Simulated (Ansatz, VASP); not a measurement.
## One calculation of CoSi, two programs

```xyz
8
Lattice="4.4601 0.0000 0.0000 0.0000 4.4601 0.0000 0.0000 0.0000 4.4601" Properties=species:S:1:pos:R:3 pbc="T T T"
Co    0.6429    0.6429    0.6429
Co    1.5872    3.8173    2.8729
Co    2.8729    1.5872    3.8173
Co    3.8173    2.8729    1.5872
Si    3.7595    3.7595    3.7595
Si    2.9307    0.7006    1.5295
Si    1.5295    2.9307    0.7006
Si    0.7006    1.5295    2.9307
```

Alike in both runs: functional PBE; k mesh 8 × 8 × 8; occupations gaussian, width 0.05 eV; no spin polarisation.

Ansatz relaxed the structure, and its values are those at the end. VASP's run is a single point on that final structure, the one shown.

|  | VASP | Ansatz |
| --- | --- | --- |
| version | VASP 6.6.1 | Ansatz 0.2.0 |
| potentials or method | VASP PAW PBE potentials, release 64 (Co, Si), cutoff 520 eV | scalar-relativistic, plane waves, PAW |
| valence electrons in the cell | 52 | 84 |

|  | VASP | Ansatz | Ansatz less VASP |
| --- | --- | --- | --- |
| gap on the k mesh at the Fermi level (eV) | none | none | - |
| pressure (GPa) | -4.2 | -4.2 | +0.07 |

A gap of «none» marks a metal or a gap that the smearing closes. VASP's potentials hold 52 valence electrons a cell and Ansatz's 84, so a difference there can come from the potentials and not from the codes. Ansatz's warnings: stress scf threshold loose.
